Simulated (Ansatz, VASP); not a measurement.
**NaH: VASP beside Ansatz**

INCAR

```
SYSTEM = NaH
  PREC = Accurate
  ENCUT = 520
  EDIFF = 1E-6
  ISMEAR = 0
  SIGMA = 0.02
  LREAL = .FALSE.
  LASPH = .TRUE.
  NELM = 60
  ALGO = Normal
  ISIF = 2
  LWAVE = .FALSE.
  LCHARG = .TRUE.
  GGA = PE
  LELF = .TRUE.
  LVHAR = .TRUE.
  NBANDS = 11
```

File KPOINTS:

```
Automatic mesh
0
G
  10 10 10
  0 0 0
```

File POSCAR:

```
NaH
1.0
    2.9551240000      0.0000000000      0.0000000000
    0.0000000000      2.9551240000      0.0000000000
    0.0000000000      0.0000000000      2.9551240000
Na H
1 1
Direct
    0.0000000000      0.0000000000      0.0000000000
    0.5000000000      0.5000000000      0.5304555748
```

Input for Ansatz:

```yaml
crystal:
  lattice:
    - [2.955124, 0.0, 0.0]
    - [0.0, 2.955124, 0.0]
    - [0.0, 0.0, 2.955124]
  atoms:
    - { symbol: Na, position: [0.0, 0.0, 0.0] }
    - { symbol: H, position: [0.5, 0.5, 0.5304555748] }
basis:
  ecutwfc: 420
kpoints:
  mp_grid: { grid: [10, 10, 10] }
hamiltonian:
  xc: pbe
scf:
  occupations: { method: gaussian, width: 0.02 }
output:
  forces: true
  stress: true
  eigenvalues: true
  populations: true
```

Change from the starting cell: one atom moved.

Alike in both runs: task single point; functional PBE; k mesh 10 × 10 × 10; occupations gaussian, width 0.02 eV; no spin polarisation.

|  | VASP | Ansatz |
| --- | --- | --- |
| version | VASP 6.6.1 | Ansatz 0.2.0 |
| potentials or method | VASP PAW PBE potentials, release 64 (Na_pv, H), cutoff 520 eV | scalar-relativistic, plane waves, PAW |
| valence electrons in the cell | 8 | 10 |

VASP gave:

```
gap on the k mesh at the Fermi level (eV) : 1.04
least direct gap on the mesh (eV)         : 4.43
pressure (GPa)                            : 0.2
rms of the force components (eV/Å)        : 0.022
```

**Question.** Estimate Ansatz's values.

**Answer.** gap on the k mesh at the Fermi level (eV): 1.04; least direct gap on the mesh (eV): 4.43; pressure (GPa): 0.3; rms of the force components (eV/Å): 0.022.

Atom by atom the forces differ by 0.000 eV/Å (rms over components). VASP's potentials hold 8 valence electrons a cell and Ansatz's 10, so a difference there can come from the potentials and not from the codes.
